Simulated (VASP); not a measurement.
Zn: single point with PBEsol

Crystal: Zn.

```
Zn
1.0
     2.61127    0.00000    0.00000
    -1.30564    2.26143    0.00000
     0.00000    0.00000    4.56139
Zn
2
Cartesian
  0.0000 1.5076 1.1403
  1.3056 0.7538 3.4210
```

```json
{
 "Program": "VASP 6.6.1",
 "Task": "single point",
 "Functional": "PBEsol",
 "Potentials or basis": "VASP PAW PBE potentials, release 64 (Zn)",
 "Cutoff": "520 eV",
 "k mesh": "20 × 20 × 10",
 "Occupations": "fermi-dirac, width 0.1 eV",
 "Spin": "no spin polarisation"
}
```

```yaml
Pressure: 4.5 GPa
Band_gap_on_the_k_mesh: zero (bands 12 and 13 overlap by 3.93 eV)
```

Stress tensor (GPa, compression positive):
```
4.61 0.00 0.00
0.00 4.61 0.00
0.00 0.00 4.42
```

Levels at points of the mesh, in eV from the Fermi level:
```tsv
k point	band 9	band 10	band 11	band 12	band 13	band 14	band 15	band 16
(0.00, 0.00, 0.00)	-7.68	-7.33	-7.33	-4.04	-2.24	16.98	17.63	17.63
(0.50, 0.00, 0.00)	-7.19	-7.15	-3.54	-2.63	3.29	3.61	5.16	6.06
(0.00, 0.00, 0.50)	-7.46	-7.46	-7.46	-7.46	6.21	6.21	19.23	19.23
(0.50, 0.00, 0.50)	-7.17	-7.17	-2.45	-2.45	0.10	0.10	11.81	11.81
```

Run time: 2.7 min on 1 thread of AMD EPYC 7R13, on a shared host, peak memory 0.19 GiB.

Caveat: the cell stands under pressure; the PAW data sets were made with another functional, which shifts forces and pressure a little.
